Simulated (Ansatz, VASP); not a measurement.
ZnS: VASP beside Ansatz

File INCAR:

```
PREC = Accurate ; ENCUT = 520
EDIFF = 1E-7 ; ISMEAR = 0
SIGMA = 0.05 ; LREAL = False
LASPH = True ; NELM = 100
ALGO = Normal ; ISIF = 2
LWAVE = False ; LCHARG = False
GGA = PE ; NBANDS = 26
```

File KPOINTS:

```
Automatic mesh
0
Gamma
  12 12 6
```

Contents of POSCAR:

```
ZnS
1.0
    3.5061188790      0.0000000000      0.0000000000
   -1.7530594395      3.0363880179      0.0000000000
    0.0000000000      0.0000000000      6.7327200000
Zn S
2 2
Direct
    0.3333333333      0.6666666667      0.0000000000
    0.6666666667      0.3333333333      0.5000000000
    0.3333333333      0.6666666667      0.3850000000
    0.6666666667      0.3333333333      0.8850000000
```

Input for Ansatz:

```yaml
crystal:
  lattice:
    - [3.506118879, 0.0, 0.0]
    - [-1.7530594395, 3.0363880179, 0.0]
    - [0.0, 0.0, 6.73272]
  atoms:
    - { symbol: Zn, position: [0.3333333333, 0.6666666667, 0.0] }
    - { symbol: Zn, position: [0.6666666667, 0.3333333333, 0.5] }
    - { symbol: S, position: [0.3333333333, 0.6666666667, 0.385] }
    - { symbol: S, position: [0.6666666667, 0.3333333333, 0.885] }
basis:
  ecutwfc: 420
kpoints:
  mp_grid: { grid: [12, 12, 6] }
hamiltonian:
  xc: pbe
scf:
  occupations: { method: gaussian, width: 0.05 }
output:
  forces: true
  stress: true
  eigenvalues: true
```

Change from the starting cell: strain -0.080 along x and y, +0.080 along z, atoms carried along.

Alike in both runs: task single point; functional PBE; k mesh 12 × 12 × 6; occupations gaussian, width 0.05 eV; no spin polarisation.

|  | VASP | Ansatz |
| --- | --- | --- |
| version | VASP 6.6.1 | Ansatz 0.2.0 |
| potentials or method | VASP PAW PBE potentials, release 64 (Zn, S), cutoff 520 eV | scalar-relativistic, plane waves, PAW |
| valence electrons in the cell | 36 | 36 |

```tsv
	VASP	Ansatz	Ansatz less VASP
gap on the k mesh at the Fermi level (eV)	1.77	1.76	-0.008
least direct gap on the mesh (eV)	1.77	1.76	-0.008
pressure (GPa)	16.5	16.3	-0.21
traceless stress, the component that is largest in VASP (GPa)	-18.51	-18.42	+0.094
rms of the force components (eV/Å)	0.796	0.787	-0.0095
```

Atom by atom the forces differ by 0.010 eV/Å (rms over components). The functional is the same, so the differences come from potentials, cutoffs and numerics.
